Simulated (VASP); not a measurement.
# Au (Fm-3m) in VASP: further runs

The runs below take Au through single point, with r2SCAN.

Everything below comes from runs of VASP 6.6.1. Logs are shortened: lines on timing, memory, paths and dates and some standing lists are left out, and cuts for length are marked.

### 1 The cell of the first run

Symmetry: Fm-3m, No. 225, cubic system. The conventional cell has a = 3.952 Å, b = 3.952 Å, c = 3.952 Å, α = 90.00°, β = 90.00°, γ = 90.00°. Au (site symmetry m-3m) has 12 Au at 2.79 Å within 3.7 Å.

### 2 Single point, r2SCAN (15.43 Å³/atom)

The input, POSCAR:

```
Au
1.0
    0.0000000000      1.9759944669      1.9759944669
    1.9759944669      0.0000000000      1.9759944669
    1.9759944669      1.9759944669      0.0000000000
Au
1
Direct
    0.0000000000      0.0000000000      0.0000000000
```

The input, INCAR.step1:

```
  PREC = Accurate
  ENCUT = 520
  ISMEAR = 0
  SIGMA = 0.1
  LREAL = False
  LASPH = True
  NELM = 80
  NBANDS = 12
  GGA = PE
  ALGO = Normal
  EDIFF = 1E-4
  LWAVE = True
  LCHARG = False
```

The input, INCAR.step2:

```
  PREC = Accurate
  ENCUT = 520
  EDIFF = 1E-7
  ISMEAR = 0
  SIGMA = 0.1
  LREAL = False
  LASPH = True
  NELM = 80
  ALGO = Normal
  ISIF = 2
  LWAVE = False
  LCHARG = True
  METAGGA = R2SCAN
  LMIXTAU = True
  LELF = True
  LVHAR = True
  NBANDS = 12
  ISTART = 1
```

The input, KPOINTS:

```
regular mesh
0
Gamma
  18 18 18
```

Potentials or basis: VASP PAW PBE potentials, release 64 (Au).

Started as:

```console
$ cat potpaw_PBE.64/Au/POTCAR > POTCAR
$ cp INCAR.step1 INCAR
$ mpirun -np 1 vasp_std > vasp.out
$ cp INCAR.step2 INCAR
$ mpirun -np 1 vasp_std > vasp.out
```

OUTCAR:

```text
PREC = Accurate
   ENCUT = 520
   EDIFF = 1E-7
   ISMEAR = 0
   LREAL = False
   LASPH = True
   NELM = 80
   ISIF = 2
   METAGGA = R2SCAN
   ISTART = 1

 ion  position               nearest neighbor table
   1  0.000  0.000  0.000-

  LATTYP: Found a face centered cubic cell.
 ALAT       =     3.9519889338

  Lattice vectors:

 A1 = (   0.0000000000,   1.9759944669,   1.9759944669)
 A2 = (   1.9759944669,   0.0000000000,   1.9759944669)
 A3 = (   1.9759944669,   1.9759944669,   0.0000000000)

Analysis of symmetry for initial positions (statically):
=====================================================================
 Subroutine PRICEL returns:
 Original cell was already a primitive cell.

 Routine SETGRP: Setting up the symmetry group for a
 face centered cubic supercell.

 Subroutine GETGRP returns: Found 48 space group operations
 (whereof 48 operations were pure point group operations)
 out of a pool of 48 trial point group operations.

The static configuration has the point symmetry O_h .

Analysis of symmetry for dynamics (positions and initial velocities):
=====================================================================
 Subroutine PRICEL returns:
 Original cell was already a primitive cell.

 Routine SETGRP: Setting up the symmetry group for a
 face centered cubic supercell.

 Subroutine GETGRP returns: Found 48 space group operations
 (whereof 48 operations were pure point group operations)
 out of a pool of 48 trial point group operations.

The dynamic configuration has the point symmetry O_h .

 Subroutine INISYM returns: Found 48 space group operations
 (whereof 48 operations are pure point group operations),
 and found     1 'primitive' translations

----------------------------------------------------------------------------------------

                                     Primitive cell

  volume of cell :      15.4308

  direct lattice vectors                    reciprocal lattice vectors
     0.000000000  1.975994467  1.975994467    -0.253037146  0.253037146  0.253037146
     1.975994467  0.000000000  1.975994467     0.253037146 -0.253037146  0.253037146
     1.975994467  1.975994467  0.000000000     0.253037146  0.253037146 -0.253037146

  length of vectors
     2.794478174  2.794478174  2.794478174     0.438273193  0.438273193  0.438273193

  position of ions in fractional coordinates (direct lattice)
     0.000000000  0.000000000  0.000000000

  ion indices of the primitive-cell ions
   primitive index   ion index
                 1           1

----------------------------------------------------------------------------------------

 KPOINTS: regular mesh

Automatic generation of k-mesh.
 Grid dimensions read from file:
 generate k-points for:   18   18   18

 Generating k-lattice:

  Cartesian coordinates                     Fractional coordinates (reciprocal lattice)
    -0.014057619  0.014057619  0.014057619     0.055555556  0.000000000  0.000000000
     0.014057619 -0.014057619  0.014057619     0.000000000  0.055555556  0.000000000
     0.014057619  0.014057619 -0.014057619     0.000000000  0.000000000  0.055555556

  Length of vectors
     0.024348511  0.024348511  0.024348511

  Shift w.r.t. Gamma in fractional coordinates (k-lattice)
     0.000000000  0.000000000  0.000000000

 Subroutine IBZKPT returns following result:
 ===========================================

 Found    195 irreducible k-points:

 Following reciprocal coordinates:
            Coordinates               Weight
  0.000000  0.000000  0.000000      1.000000
  0.055556  0.000000  0.000000      8.000000
  0.111111  0.000000  0.000000      8.000000
  0.166667  0.000000  0.000000      8.000000
  0.222222  0.000000  0.000000      8.000000
  0.277778  0.000000  0.000000      8.000000
[... 16 lines left out ...]
 -0.277778  0.055556  0.000000     24.000000
 -0.222222  0.055556  0.000000     24.000000
 [... further k-points ...]
   k-points           NKPTS =    195   k-points in BZ     NKDIM =    195   number of bands    NBANDS=     12
   number of dos      NEDOS =    301   number of ions     NIONS =      1
   total plane-waves  NPLWV =  13824
   dimension x,y,z NGX =    24 NGY =   24 NGZ =   24
   dimension x,y,z NGXF=    48 NGYF=   48 NGZF=   48
   ions per type =               1
   NGX,Y,Z   is equivalent  to a cutoff of  14.28, 14.28, 14.28 a.u.
   NGXF,Y,Z  is equivalent  to a cutoff of  28.56, 28.56, 28.56 a.u.
 SYSTEM =  unknown system
   PREC   = accura    normal or accurate (medium, high low for compatibility)
   ISTART =      1    job   : 0-new  1-cont  2-samecut
   ICHARG =      0    charge: 1-file 2-atom 10-const
   ISPIN  =      1    spin polarized calculation?
   LNONCOLLINEAR =      F non collinear calculations
   LSORBIT =      F    spin-orbit coupling
   LASPH  =      T    aspherical Exc in radial PAW
   ENCUT  =  520.0 eV  38.22 Ry    6.18 a.u.   5.20  5.20  5.20*2*pi/ulx,y,z
   NELM   =     80;   NELMIN=  2; NELMDL=  0     # of ELM steps
   EDIFF  = 0.1E-06   stopping-criterion for ELM
   LREAL  =      F    real-space projection
   EDIFFG = 0.1E-05   stopping-criterion for IOM
   NSW    =      0    number of steps for IOM
   IBRION =     -1    ionic relax: 0-MD 1-quasi-New 2-CG
   NFREE  =      0    steps in history (QN), initial steepest desc. (CG)
   ISIF   =      2    stress and relaxation
   ISYM   =      2    0-nonsym 1-usesym 2-fastsym
   POTIM  = 0.5000    time-step for ionic-motion
   TEBEG  =    0.0;   TEEND  =   0.0 temperature during run
   PSTRESS=    0.0 pullay stress
   NELECT =      11.0000    total number of electrons
   NUPDOWN=      -1.0000    fix difference up-down
   EMIN   =  10.00;   EMAX   =-10.00  energy-range for DOS
   EFERMI =   0.00;   METHOD = LEGACY
   ISMEAR =     0;   SIGMA  =   0.10  broadening in eV -4-tet -1-fermi 0-gaus
   EFERMI_NEDOS =   21; number of points for ismear=-14 and -15
   IALGO  =     38    algorithm
   IMIX   =      4    mixing-type and parameters
     AMIX     =   0.40;   BMIX     =  1.00
     AMIX_MAG =   1.60;   BMIX_MAG =  1.00
  volume/ion in A,a.u.               =      15.43       104.13
  Fermi-wavevector in a.u.,A,eV,Ry     =   1.462435  2.763602 29.099013  2.138717
  Thomas-Fermi vector in A             =   2.578649
   LORBIT       =      0    0 simple, 1 ext, 2 COOP (PROOUT), +10 PAW based schemes
   METAGGA = R2SCAN    functional components
   LHFCALC =     F    Hartree Fock is set to
   AEXX    =    0.0000 exact exchange contribution
   IVDW    =     0    specifies the selected vdW correction
   LEPSILON=     F    determine dielectric tensor
   LRPA    =     F    only Hartree local field effects (RPA)
 non-spin polarized calculation
 Gauss-broadening in eV      SIGMA  =   0.10
  energy-cutoff  :      520.00
  volume of cell :       15.43
 maximum number of plane-waves:       432
 NGX is ok and might be reduce to    24
   NGX = 11   NGY = 11   NGZ = 11

 number of electron      11.0000001 magnetization

 Free energy of the ion-electron system (eV)
  ---------------------------------------------------
  ext. energy  EPLUGINS =         0.00000000
  ---------------------------------------------------
  free energy    TOTEN  =       -50.42541097 eV

  energy without entropy =      -50.42406601  energy(sigma->0) =      -50.42473849

 E-fermi :  11.1095     XC(G=0): -14.3456

 val. band max:       11.0850245486   @ k =   0.5000   0.1667   0.0556
 cond. band min:      11.1401918033   @ k =   0.5000   0.2778   0.1111
 fundamental gap:      0.0551672547
 Fermi energy:        11.1095408100

 k-point     1 :       0.0000    0.0000    0.0000
  band No.  band energies     occupation
      1      -0.1721      2.00000
      2       5.5333      2.00000
      3       5.5333      2.00000
      4       5.5333      2.00000
      5       7.3640      2.00000
      6       7.3640      2.00000
      7      26.2009      0.00000
      8      30.9244      0.00000
      9      30.9244      0.00000
     10      30.9244      0.00000
     11      36.5825      0.00000
     12      42.2577      0.00000

 k-point     2 :       0.0556    0.0000    0.0000
  band No.  band energies     occupation
      1      -0.0490      2.00000
      2       5.4888      2.00000
      3       5.5785      2.00000
      4       5.5785      2.00000
      5       7.3421      2.00000
      6       7.3421      2.00000
      7      26.3649      0.00000
      8      30.2034      0.00000
      9      31.0891      0.00000
     10      31.0891      0.00000
     11      37.2778      0.00000
     12      40.7343      0.00000

 k-point     3 :       0.1111    0.0000    0.0000
  band No.  band energies     occupation
      1       0.3089      2.00000
      2       5.3766      2.00000
      3       5.6964      2.00000
      4       5.6964      2.00000
      5       7.2971      2.00000
      6       7.2971      2.00000
      7      26.7846      0.00000
      8      28.6673      0.00000
      9      31.5625      0.00000
     10      31.5625      0.00000
     11      37.3491      0.00000
     12      39.9998      0.00000
[... 286 lines left out ...]
 k-point    23 :      -0.2778    0.0556    0.0000
  band No.  band energies     occupation
      1       2.3145      2.00000
      2       5.6030      2.00000
      3       5.8443      2.00000
      4       5.8468      2.00000
      5       7.5938      2.00000
      6       8.2502      2.00000
      7      21.6315      0.00000
      8      27.2400      0.00000
      9      30.9174      0.00000
     10      33.8783      0.00000
     11      34.4345      0.00000
     12      36.1878      0.00000

 k-point    24 :      -0.2222    0.0556    0.0000
  band No.  band energies     occupation
      1       1.8232      2.00000
      2       5.2196      2.00000
      3       5.8955      2.00000
      4       5.9393      2.00000
      5       7.2439      2.00000
      6       7.8397      2.00000
      7      23.9321      0.00000
      8      27.6835      0.00000
      9      31.5268      0.00000
     10      33.6238      0.00000
     11      34.6047      0.00000
     12      36.1366      0.00000

 [... further k-points ...]
[... 5 lines left out ...]
  --------------------------------------------------------------------------------------
  -------------------------------------------------------------------------------------
  Total        2.8462614      2.8462614      2.8462614     -0.0000000      0.0000000      0.0000000
  in kB      295.5276982    295.5276982    295.5276982     -0.0000000      0.0000000      0.0000000
  external PRESSURE =     295.5276982 kB  Pullay stress =       0.0000000 kB

 VOLUME and BASIS-vectors are now :
 -----------------------------------------------------------------------------
  energy-cutoff  :      520.00
  volume of cell :       15.43
      direct lattice vectors                 reciprocal lattice vectors
     0.000000000  1.975994467  1.975994467    -0.253037146  0.253037146  0.253037146
     1.975994467  0.000000000  1.975994467     0.253037146 -0.253037146  0.253037146
     1.975994467  1.975994467  0.000000000     0.253037146  0.253037146 -0.253037146

 POSITION                                       TOTAL-FORCE (eV/Angst)
 -----------------------------------------------------------------------------------
      0.00000      0.00000      0.00000         0.000000     -0.000000      0.000000
 -----------------------------------------------------------------------------------
    total drift:                               -0.000000      0.000000     -0.000000

  FREE ENERGIE OF THE ION-ELECTRON SYSTEM (eV)
  ---------------------------------------------------
  free  energy   TOTEN  =       -50.4254109655 eV

  energy  without entropy=      -50.4240660139  energy(sigma->0) =      -50.42473849
```

Wall time 2 min (1 thread of Intel Xeon 8259CL, shared host); peak memory 0.17 GiB.

Results:

* Free energy: -50.4254 eV
* Pressure: 29.6 GPa
* Band gap on the k mesh: zero (an odd number of electrons rules out a gap without spin polarisation)

Levels at points of the mesh, in eV from the Fermi level:
```tsv
k point	band 3	band 4	band 5	band 6	band 7	band 8	band 9	band 10
(0.00, 0.00, 0.00)	-5.58	-5.58	-3.75	-3.75	15.09	19.81	19.81	19.81
(0.50, 0.00, 0.00)	-5.64	-2.26	-2.26	-1.34	3.75	14.62	18.69	18.69
(0.50, 0.50, 0.00)	-2.33	-1.85	-1.85	0.85	6.88	10.80	10.80	19.22
```

Caveat: the cell stands under pressure; the PAW data sets were made with another functional, which shifts forces and pressure a little; spin-orbit coupling is left out, which moves the levels of the heavy elements.

### 3 Single point, r2SCAN (15.96 Å³/atom)

This run uses another cell than the first one, of 15.96 Å³/atom.

The input, POSCAR:

```
Au
1.0
    0.0000000000      1.9981985104      1.9981985104
    1.9981985104      0.0000000000      1.9981985104
    1.9981985104      1.9981985104      0.0000000000
Au
1
Direct
    0.0000000000      0.0000000000      0.0000000000
```

The input, INCAR.step1:

```
ALGO = Normal ; EDIFF = 1E-4
ENCUT = 520 ; GGA = PE
ISMEAR = 0 ; LASPH = T
LCHARG = F ; LREAL = F
LWAVE = T ; NBANDS = 12
NELM = 100 ; PREC = Accurate
SIGMA = 0.1
```

The input, INCAR.step2:

```
ALGO = Normal ; EDIFF = 1E-6
ENCUT = 520 ; ISIF = 2
ISMEAR = 0 ; ISTART = 1
LASPH = T ; LCHARG = F
LMIXTAU = T ; LREAL = F
LWAVE = F ; METAGGA = R2SCAN
NBANDS = 12 ; NELM = 100
PREC = Accurate ; SIGMA = 0.1
```

The input, KPOINTS:

```
k-points
0
Gamma
  18 18 18
```

Potentials or basis: VASP PAW PBE potentials, release 64 (Au).

Started as:

```console
$ cat potpaw_PBE.64/Au/POTCAR > POTCAR
$ cp INCAR.step1 INCAR
$ mpirun -np 1 vasp_std > vasp.out
$ cp INCAR.step2 INCAR
$ mpirun -np 1 vasp_std > vasp.out
```

Wall time 2.3 min (1 thread of Intel Xeon 8259CL, shared host); peak memory 0.17 GiB.

The run converged. Its results:

```yaml
Free_energy: -50.5064 eV
Pressure: 19.9 GPa
Band_gap_on_the_k_mesh: zero (an odd number of electrons rules out a gap without spin polarisation)
```

Levels at points of the mesh, in eV from the Fermi level:
| k point | band 4 | band 5 | band 6 | band 7 | band 8 | band 9 |
| --- | --- | --- | --- | --- | --- | --- |
| (0.00, 0.00, 0.00) | -5.34 | -3.62 | -3.62 | 15.19 | 19.70 | 19.70 |
| (0.50, 0.00, 0.00) | -2.22 | -2.22 | -1.14 | 3.56 | 14.70 | 18.45 |
| (0.50, 0.50, 0.00) | -1.83 | -1.83 | 0.97 | 6.59 | 10.72 | 10.72 |

Caveat: the cell stands under pressure; the PAW data sets were made with another functional, which shifts forces and pressure a little; spin-orbit coupling is left out, which moves the levels of the heavy elements.

(Part 1 of 2 ends here.)
